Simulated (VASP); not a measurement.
Set up this calculation in VASP 6.6.1, as the native input.

* Task: single point
* Functional: PBE
* Potentials or basis: VASP PAW PBE potentials, release 64 (In_d)
* Cutoff: 520 eV
* k mesh: 2 × 2 × 2
* Occupations: gaussian, width 0.1 eV
* Spin: no spin polarisation
* Dipole correction: no
* Further INCAR settings: LREAL = Auto; ALGO = Fast; EDIFF = 1e-06; NBANDS = 208

The structure of In lies in POSCAR:

```
In
1.0
   -5.7926463700      5.7926463700      5.7926463700
    5.7926463700     -5.7926463700      5.7926463700
    5.7926463700      5.7926463700     -5.7926463700
In
29
Direct
    0.0000000000      0.0000000000      0.0000000000
    0.6647817500      0.0000000000      0.0000000000
    0.3837084900      0.1933542200      0.0000000000
    0.1933542200      0.3837084900      0.0000000000
    0.6923234300      0.4135028000      0.0000000000
    0.0000000000      0.6647817500      0.0000000000
    0.4135028000      0.6923234300      0.0000000000
    0.8066457800      0.8066457800      0.1903542700
    0.3837084900      0.0000000000      0.1933542200
    0.0000000000      0.3837084900      0.1933542200
    0.5864972000      0.5864972000      0.2788206300
    0.7211793700      0.3076765700      0.3076765700
    0.3076765700      0.7211793700      0.3076765700
    0.3352182500      0.3352182500      0.3352182500
    0.1933542200      0.0000000000      0.3837084900
    0.0000000000      0.1933542200      0.3837084900
    0.6923234300      0.0000000000      0.4135028000
    0.0000000000      0.6923234300      0.4135028000
    0.5864972000      0.2788206300      0.5864972000
    0.2788206300      0.5864972000      0.5864972000
    0.8096457300      0.6162915100      0.6162915100
    0.6162915100      0.8096457300      0.6162915100
    0.0000000000      0.0000000000      0.6647817500
    0.4135028000      0.0000000000      0.6923234300
    0.0000000000      0.4135028000      0.6923234300
    0.3076765700      0.3076765700      0.7211793700
    0.8066457800      0.1903542700      0.8066457800
    0.1903542700      0.8066457800      0.8066457800
    0.6162915100      0.6162915100      0.8096457300
```

These files were run (other wordings do the same):

INCAR

```
SYSTEM = In
ALGO = Fast
EDIFF = 1E-6
ENCUT = 520
GGA = PE
ISIF = 2
ISMEAR = 0
LASPH = .TRUE.
LCHARG = .FALSE.
LREAL = Auto
LWAVE = .FALSE.
NBANDS = 208
NELM = 100
PREC = Accurate
SIGMA = 0.1
```

KPOINTS

```
k-points
0
G
  2 2 2
  0 0 0
```

Potentials or basis: VASP PAW PBE potentials, release 64 (In_d).

Run with:

```console
$ cat potpaw_PBE.64/In_d/POTCAR > POTCAR
$ mpirun -np 1 vasp_std > vasp.out
```

It gave:

The pressure is 1.3 GPa and the largest force is 0.141 eV/Å. The band gap on the k mesh is zero (an odd number of electrons rules out a gap without spin polarisation).

Caveat: the k points lie up to 0.38 Å⁻¹ apart, too coarse for converged energies and pressures of a metal; spin-orbit coupling is left out, which moves the levels of the heavy elements.

Run time: 19 min on 1 thread of Intel(R) Xeon(R) Platinum 8124M CPU @ 3.00GHz (Skylake/Cascade Lake) (shared host), peak memory 1.1 GiB.
